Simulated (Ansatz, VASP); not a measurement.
AlNi2: VASP beside Ansatz

```xyz
6
Lattice="3.9320 0.0000 0.0000 -1.9660 3.4052 0.0000 0.0000 0.0000 4.8541" Properties=species:S:1:pos:R:3 pbc="T T T"
Al    0.0000    2.2701    0.9396
Al    1.9660    1.1351    3.9145
Ni    0.0000    2.2701    3.3418
Ni    1.9660    1.1351    1.5123
Ni    0.0000    0.0000    2.4271
Ni    0.0000    0.0000    0.0000
```

Alike in both runs: functional LDA; k mesh 12 × 12 × 8; occupations gaussian, width 0.1 eV; no spin polarisation.

Ansatz relaxed the structure, and its values are those at the end. VASP's run is a single point on that final structure, the one shown.

|  | VASP | Ansatz |
| --- | --- | --- |
| version | VASP 6.6.1 | Ansatz 0.2.0 |
| potentials or method | VASP PAW LDA potentials, release 64 (Al, Ni), cutoff 520 eV | scalar-relativistic, plane waves, PAW |
| valence electrons in the cell | 46 | 78 |

Ansatz gave:

| Property | Result |
| --- | --- |
| gap on the k mesh at the Fermi level (eV) | none |
| pressure (GPa) | 0.0 |
| rms of the force components (eV/Å) | 0.000 |

Question: What did VASP give for the same quantities?

Answer: gap on the k mesh at the Fermi level (eV): none; pressure (GPa): 0.2; rms of the force components (eV/Å): 0.005.

LDA's correlation is that of Perdew and Zunger in VASP and of Perdew and Wang (1992) in Ansatz. A gap of «none» marks a metal or a gap that the smearing closes. VASP's potentials hold 46 valence electrons a cell and Ansatz's 78, so a difference there can come from the potentials and not from the codes.
